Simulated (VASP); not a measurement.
# VH (P6_3/mmc) in VASP: single point with r2SCAN

Aim: the single point of VH with r2SCAN.

All numbers are computed with VASP 6.6.1; they aren't measurements. Logs are shortened: lines on timing, memory, paths and dates and some standing lists are left out, and cuts for length are marked.

## (1) The cell of the first run

The structure is hexagonal, space group P6_3/mmc (No. 194). Conventional cell: a = 2.736 Å, b = 2.736 Å, c = 4.936 Å, α = 90.00°, β = 90.00°, γ = 120.00°. Within 2.8 Å of V (site symmetry -3m) lie 6 H at 2.00 Å and 8 V at 2.47 to 2.74 Å. H (site symmetry -6m2) has 6 V at 2.00 Å and 6 H at 2.74 Å within 2.8 Å.

## (2) Single point, r2SCAN, collinear spin, ferromagnetic start

POSCAR reads:

```
VH
1.0
    2.7355800000      0.0000000000      0.0000000000
   -1.3677900000      2.3690800000      0.0000000000
    0.0000000000      0.0000000000      4.9359700000
V H
2 2
Direct
    0.0000000000      0.0000000000      0.0000000000
    0.0000000000      0.0000000000      0.5000000000
    0.6666666667      0.3333333333      0.7500000000
    0.3333333333      0.6666666667      0.2500000000
```

INCAR.step1 reads:

```
ALGO = Normal
EDIFF = 1E-4
ENCUT = 520
GGA = PE
ISMEAR = 0
ISPIN = 2
LASPH = T
LCHARG = F
LMAXMIX = 4
LREAL = F
LWAVE = T
MAGMOM = 1 1 0 0
NBANDS = 26
NELM = 150
PREC = Accurate
SIGMA = 0.05
```

INCAR.step2 reads:

```
ALGO = Normal
EDIFF = 1E-6
ENCUT = 520
ISIF = 2
ISMEAR = 0
ISPIN = 2
ISTART = 1
LASPH = T
LCHARG = F
LMAXMIX = 4
LMIXTAU = T
LORBIT = 11
LREAL = F
LWAVE = F
MAGMOM = 1 1 0 0
METAGGA = R2SCAN
NBANDS = 26
NELM = 150
PREC = Accurate
SIGMA = 0.05
```

KPOINTS reads:

```
k-points
0
Gamma
  11 11 5
```

Potentials or basis: VASP PAW PBE potentials, release 64 (V_sv, H).

Run with:

```console
> cat potpaw_PBE.64/V_sv/POTCAR potpaw_PBE.64/H/POTCAR > POTCAR
> cp INCAR.step1 INCAR
> mpirun -np 1 vasp_std > vasp.out
> cp INCAR.step2 INCAR
> mpirun -np 1 vasp_std > vasp.out
```

OUTCAR:

```text
EDIFF = 1E-6
   ENCUT = 520
   ISIF = 2
   ISMEAR = 0
   ISPIN = 2
   ISTART = 1
   LASPH = T
   LORBIT = 11
   LREAL = F
   METAGGA = R2SCAN
   NELM = 150
   PREC = Accurate

 ion  position               nearest neighbor table
   1  0.000  0.000  0.000-   2 2.47   2 2.47
   2  0.000  0.000  0.500-   1 2.47   1 2.47
   3  0.667  0.333  0.750-
   4  0.333  0.667  0.250-

  LATTYP: Found a hexagonal cell.
 ALAT       =     2.7355800000
 C/A-ratio  =     1.8043595874

  Lattice vectors:

 A1 = (   2.7355800000,   0.0000000000,   0.0000000000)
 A2 = (  -1.3677900000,   2.3690800000,   0.0000000000)
 A3 = (   0.0000000000,   0.0000000000,   4.9359700000)

Analysis of symmetry for initial positions (statically):
=====================================================================
 Subroutine PRICEL returns:
 Original cell was already a primitive cell.

 Routine SETGRP: Setting up the symmetry group for a
 hexagonal supercell.

 Subroutine GETGRP returns: Found 24 space group operations
 (whereof 12 operations were pure point group operations)
 out of a pool of 24 trial point group operations.

The static configuration has the point symmetry D_3d.
 The point group associated with its full space group is D_6h.

Analysis of symmetry for dynamics (positions and initial velocities):
=====================================================================
 Subroutine PRICEL returns:
 Original cell was already a primitive cell.

 Routine SETGRP: Setting up the symmetry group for a
 hexagonal supercell.

 Subroutine GETGRP returns: Found 24 space group operations
 (whereof 12 operations were pure point group operations)
 out of a pool of 24 trial point group operations.

The dynamic configuration has the point symmetry D_3d.
 The point group associated with its full space group is D_6h.

Analysis of structural, dynamic, and magnetic symmetry:
=====================================================================
 Subroutine PRICEL returns:
 Original cell was already a primitive cell.

 Routine SETGRP: Setting up the symmetry group for a
 hexagonal supercell.

 Subroutine GETGRP returns: Found 24 space group operations
 (whereof 12 operations were pure point group operations)
 out of a pool of 24 trial point group operations.

The overall configuration has the point symmetry D_3d.
 The point group associated with its full space group is D_6h.

 Subroutine INISYM returns: Found 24 space group operations
 (whereof 12 operations are pure point group operations),
 and found     1 'primitive' translations

----------------------------------------------------------------------------------------

                                     Primitive cell

  volume of cell :      31.9891

  direct lattice vectors                    reciprocal lattice vectors
     2.735580000  0.000000000  0.000000000     0.365553192  0.211052392  0.000000000
    -1.367790000  2.369080000  0.000000000     0.000000000  0.422104783  0.000000000
     0.000000000  0.000000000  4.935970000     0.000000000  0.000000000  0.202594424

  length of vectors
     2.735580000  2.735578464  4.935970000     0.422104546  0.422104783  0.202594424

  position of ions in fractional coordinates (direct lattice)
     0.000000000  0.000000000  0.000000000
     0.000000000  0.000000000  0.500000000
     0.666666667  0.333333333  0.750000000
     0.333333333  0.666666667  0.250000000

  ion indices of the primitive-cell ions
   primitive index   ion index
                 1           1
                 2           2
                 3           3
                 4           4

----------------------------------------------------------------------------------------

 KPOINTS: k-points

Automatic generation of k-mesh.
 Grid dimensions read from file:
 generate k-points for:   11   11    5

 Generating k-lattice:

  Cartesian coordinates                     Fractional coordinates (reciprocal lattice)
     0.033232108  0.019186581  0.000000000     0.090909091  0.000000000  0.000000000
     0.000000000  0.038373162  0.000000000     0.000000000  0.090909091  0.000000000
     0.000000000  0.000000000  0.040518885     0.000000000  0.000000000  0.200000000

  Length of vectors
     0.038373141  0.038373162  0.040518885

  Shift w.r.t. Gamma in fractional coordinates (k-lattice)
     0.000000000  0.000000000  0.000000000

 Subroutine IBZKPT returns following result:
 ===========================================

 Found     48 irreducible k-points:

 Following reciprocal coordinates:
            Coordinates               Weight
  0.000000  0.000000  0.000000      1.000000
  0.090909  0.000000  0.000000      6.000000
  0.181818  0.000000  0.000000      6.000000
  0.272727  0.000000  0.000000      6.000000
  0.363636  0.000000  0.000000      6.000000
  0.454545  0.000000  0.000000      6.000000
[... 16 lines left out ...]
  0.090909  0.090909  0.200000     12.000000
  0.181818  0.090909  0.200000     24.000000
 [... further k-points ...]
   k-points           NKPTS =     48   k-points in BZ     NKDIM =     48   number of bands    NBANDS=     26
   number of dos      NEDOS =    301   number of ions     NIONS =      4
   total plane-waves  NPLWV =  16000
   dimension x,y,z NGX =    20 NGY =   20 NGZ =   40
   dimension x,y,z NGXF=    40 NGYF=   40 NGZF=   80
   ions per type =               2   2
   NGX,Y,Z   is equivalent  to a cutoff of  12.15, 12.15, 13.47 a.u.
   NGXF,Y,Z  is equivalent  to a cutoff of  24.31, 24.31, 26.94 a.u.
 SYSTEM =  unknown system
   PREC   = accura    normal or accurate (medium, high low for compatibility)
   ISTART =      1    job   : 0-new  1-cont  2-samecut
   ICHARG =      0    charge: 1-file 2-atom 10-const
   ISPIN  =      2    spin polarized calculation?
   LNONCOLLINEAR =      F non collinear calculations
   LSORBIT =      F    spin-orbit coupling
   LASPH  =      T    aspherical Exc in radial PAW
   ENCUT  =  520.0 eV  38.22 Ry    6.18 a.u.   5.09  5.09  9.18*2*pi/ulx,y,z
   NELM   =    150;   NELMIN=  2; NELMDL=  0     # of ELM steps
   EDIFF  = 0.1E-05   stopping-criterion for ELM
   LREAL  =      F    real-space projection
   EDIFFG = 0.1E-04   stopping-criterion for IOM
   NSW    =      0    number of steps for IOM
   IBRION =     -1    ionic relax: 0-MD 1-quasi-New 2-CG
   NFREE  =      0    steps in history (QN), initial steepest desc. (CG)
   ISIF   =      2    stress and relaxation
   ISYM   =      2    0-nonsym 1-usesym 2-fastsym
   POTIM  = 0.5000    time-step for ionic-motion
   TEBEG  =    0.0;   TEEND  =   0.0 temperature during run
   PSTRESS=    0.0 pullay stress
   NELECT =      28.0000    total number of electrons
   NUPDOWN=      -1.0000    fix difference up-down
   EMIN   =  10.00;   EMAX   =-10.00  energy-range for DOS
   EFERMI =   0.00;   METHOD = LEGACY
   ISMEAR =     0;   SIGMA  =   0.05  broadening in eV -4-tet -1-fermi 0-gaus
   EFERMI_NEDOS =   21; number of points for ismear=-14 and -15
   IALGO  =     38    algorithm
   IMIX   =      4    mixing-type and parameters
     AMIX     =   0.40;   BMIX     =  1.00
     AMIX_MAG =   1.60;   BMIX_MAG =  1.00
  volume/ion in A,a.u.               =       8.00        53.97
  Fermi-wavevector in a.u.,A,eV,Ry     =   1.566007  2.959324 33.366616  2.452377
  Thomas-Fermi vector in A             =   2.668399
   LORBIT       =     11    0 simple, 1 ext, 2 COOP (PROOUT), +10 PAW based schemes
   METAGGA = R2SCAN    functional components
   LHFCALC =     F    Hartree Fock is set to
   AEXX    =    0.0000 exact exchange contribution
   IVDW    =     0    specifies the selected vdW correction
   LEPSILON=     F    determine dielectric tensor
   LRPA    =     F    only Hartree local field effects (RPA)
 spin polarized calculation
 Gauss-broadening in eV      SIGMA  =   0.05
  energy-cutoff  :      520.00
  volume of cell :       31.99
 maximum number of plane-waves:       872
   NGX = 11   NGY = 11   NGZ = 19

 number of electron      27.9999999 magnetization       0.0032266

 Free energy of the ion-electron system (eV)
  ---------------------------------------------------
  ext. energy  EPLUGINS =         0.00000000
  ---------------------------------------------------
  free energy    TOTEN  =       -34.81706511 eV

  energy without entropy =      -34.81220403  energy(sigma->0) =      -34.81463457

 E-fermi :   9.7864     XC(G=0): -13.6379

 val. band max:        9.7853518676   @ k =   0.0000   0.0000   0.4000
 cond. band min:       9.8048344645   @ k =   0.0909   0.0000   0.2000
 fundamental gap:      0.0194825969
 Fermi energy:         9.7863837413

 spin component 1

 k-point     1 :       0.0000    0.0000    0.0000
  band No.  band energies     occupation
      1     -57.2268      1.00000
      2     -57.0644      1.00000
      3     -30.4921      1.00000
      4     -29.6258      1.00000
      5     -29.6257      1.00000
      6     -29.5282      1.00000
[... 18 lines left out ...]
     25      28.9548      0.00000
     26      28.9549      0.00000
[... 644 lines left out ...]
      4     -29.9088      1.00000
      5     -29.8023      1.00000
      6     -29.6947      1.00000
[... 18 lines left out ...]
     25      25.5446      0.00000
     26      26.3954      0.00000

 [... further k-points ...]

 spin component 2

 k-point     1 :       0.0000    0.0000    0.0000
  band No.  band energies     occupation
      1     -57.2250      1.00000
      2     -57.0626      1.00000
      3     -30.4906      1.00000
      4     -29.6239      1.00000
      5     -29.6238      1.00000
      6     -29.5263      1.00000
[... 18 lines left out ...]
     25      28.9553      0.00000
     26      28.9553      0.00000
[... 644 lines left out ...]
      4     -29.9069      1.00000
      5     -29.8004      1.00000
      6     -29.6928      1.00000
[... 18 lines left out ...]
     25      25.5454      0.00000
     26      26.3961      0.00000

 [... further k-points ...]

------------------------ aborting loop because EDIFF is reached ----------------------------------------

  FORCE on cell =-STRESS in cart. coord.  units (eV):
  Direction    XX          YY          ZZ          XY          YZ          ZX
  --------------------------------------------------------------------------------------
  -------------------------------------------------------------------------------------
  Total       -0.9500391     -0.9500377     -0.0913390      0.0000000      0.0000000      0.0000000
  in kB      -47.5828441    -47.5827729     -4.5747284      0.0000000      0.0000000      0.0000000
  external PRESSURE =     -33.2467818 kB  Pullay stress =       0.0000000 kB

 VOLUME and BASIS-vectors are now :
 -----------------------------------------------------------------------------
  energy-cutoff  :      520.00
  volume of cell :       31.99
      direct lattice vectors                 reciprocal lattice vectors
     2.735580000  0.000000000  0.000000000     0.365553192  0.211052392  0.000000000
    -1.367790000  2.369080000  0.000000000     0.000000000  0.422104783  0.000000000
     0.000000000  0.000000000  4.935970000     0.000000000  0.000000000  0.202594424

 POSITION                                       TOTAL-FORCE (eV/Angst)
 -----------------------------------------------------------------------------------
      0.00000      0.00000      0.00000         0.000000     -0.000000      0.000000
      0.00000      0.00000      2.46799         0.000000     -0.000000      0.000000
      1.36779      0.78969      3.70198        -0.000000     -0.000000      0.000000
     -0.00000      1.57939      1.23399         0.000000      0.000000     -0.000000
 -----------------------------------------------------------------------------------
    total drift:                               -0.000000     -0.000000     -0.000000

  FREE ENERGIE OF THE ION-ELECTRON SYSTEM (eV)
  ---------------------------------------------------
  free  energy   TOTEN  =       -34.8170651071 eV

  energy  without entropy=      -34.8122040300  energy(sigma->0) =      -34.81463457

 total charge

# of ion       s       p       d       tot
------------------------------------------
    1        2.268   6.187   3.220  11.675
    2        2.268   6.187   3.220  11.675
    3        0.540   0.027   0.000   0.567
    4        0.540   0.027   0.000   0.567
--------------------------------------------------
tot          5.616  12.429   6.440  24.484

 magnetization (x)

# of ion       s       p       d       tot
------------------------------------------
    1        0.000   0.000   0.001   0.001
    2        0.000   0.000   0.001   0.001
    3       -0.000   0.000   0.000  -0.000
    4       -0.000   0.000   0.000  -0.000
--------------------------------------------------
tot          0.000   0.000   0.003   0.003
```

Wall time 3.8 min (1 thread of AMD EPYC 7R13 (Zen 3), shared host); peak memory 0.17 GiB.

What came out:

```
Free energy                                           : -34.8171 eV
Pressure                                              : -3.3 GPa
Band gap on the k mesh                                : zero (filled and empty bands overlap)
Net moment                                            : 0.00 μB per cell
Valence electrons inside the program's atomic spheres : V 11.68; H 0.57
```

Stress tensor (GPa, compression positive):
```
-4.76  0.00  0.00
 0.00 -4.76  0.00
 0.00  0.00 -0.46
```

Caveat: the cell stands under tension; the moments typed at the start vanished in this run; the PAW data sets were made with another functional, which shifts forces and pressure a little.
